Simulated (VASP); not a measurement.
Write the native input for VASP 6.6.1 that does the following.

```yaml
Task: single point
Functional: PBE
Potentials_or_basis: VASP PAW PBE potentials, release 64 (Pt)
Cutoff: 520 eV
k_mesh: 24 × 24 × 24
Occupations: gaussian, width 0.15 eV
Spin: no spin polarisation
Dipole_correction: no
Further_INCAR_settings: ALGO = Fast; EDIFF = 1e-06; NBANDS = 11
```

The structure of Pt lies in POSCAR:

```
Pt
1.0
   -0.6190259023      1.7023212313      1.7023212313
    1.7023212313     -0.6190259023      1.7023212313
    1.7023212313      1.7023212313     -0.6190259023
Pt
1
Direct
    0.0000000000      0.0000000000      0.0000000000
```

This cell differs from its parent crystal: ratio of the length along [111] to the lengths across it x 0.6, volume and fractional coordinates fixed.

One way to write it, as run:

INCAR

```
PREC = Accurate
ENCUT = 520
EDIFF = 1E-6
ISMEAR = 0
SIGMA = 0.15
LREAL = F
LASPH = T
NELM = 80
ALGO = Fast
ISIF = 2
LWAVE = F
LCHARG = F
GGA = PE
NBANDS = 11
```

KPOINTS

```
Automatic mesh
0
Gamma
  24 24 24
```

Potentials or basis: VASP PAW PBE potentials, release 64 (Pt).

Run with:

```sh
$ cat potpaw_PBE.64/Pt/POTCAR > POTCAR
$ mpirun -np 1 vasp_std > vasp.out
```

Results of the run:

The pressure is 51.6 GPa and the band gap on the k mesh is zero (band 5 reaches 13.96 eV, above the bottom of band 6 at 9.24 eV).

Caveat: spin-orbit coupling is left out, which moves the levels of the heavy elements.

Run time: 100 s on 1 thread of Intel Xeon 6975P-C (shared host), peak memory 0.31 GiB.
